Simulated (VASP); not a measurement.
The system is Ta.

```
CELL_PARAMETERS angstrom
2.94513 0.00000 0.00000
-1.47256 2.55056 0.00000
0.00000 0.00000 4.80940
ATOMIC_POSITIONS crystal
Ta 0.33333 0.66667 0.25000
Ta 0.66667 0.33333 0.75000
```

```yaml
Program: VASP 6.6.1
Task: relaxation of cell and atoms
Functional: RPBE
Potentials_or_basis: VASP PAW PBE potentials, release 64 (Ta_pv)
Cutoff: 600 eV
k_mesh: 12 × 12 × 7
Occupations: fermi-dirac, width 0.1 eV
Spin: no spin polarisation
```

At the start: pressure 11.0 GPa; volume 18.06 Å³/atom.

How do energy, volume and symmetry change on relaxing?

Over 7 steps the energy falls by 76.1 meV/atom and the volume is 19.08 Å³/atom (+5.6 %); space group P6_3/mmc (No. 194, to 0.05 Å).

The path:
```tsv
step	energy change (eV)	largest force (eV/Å)	pressure (GPa)	volume (Å³)
1	0.0000	0.0000	11.03	36.13
2	0.1412	0.0000	-17.20	42.97
3	-0.1024	0.0000	-2.46	38.68
4	-0.1512	0.0000	-1.17	38.40
5	-0.1514	0.0000	-1.05	38.38
6	-0.1500	0.0000	1.83	37.77
7	-0.1522	0.0000	0.00	38.15
```

Final structure:
```yaml
crystal:
  lattice:
    - [2.91781, 0.00000, 0.00000]
    - [-1.45890, 2.52689, 0.00000]
    - [0.00000, 0.00000, 5.17488]
  atoms:
    - { symbol: Ta, position: [0.33333, 0.66667, 0.25000] }
    - { symbol: Ta, position: [0.66667, 0.33333, 0.75000] }
```

Caveat: the PAW data sets were made with another functional, which shifts forces and pressure a little.
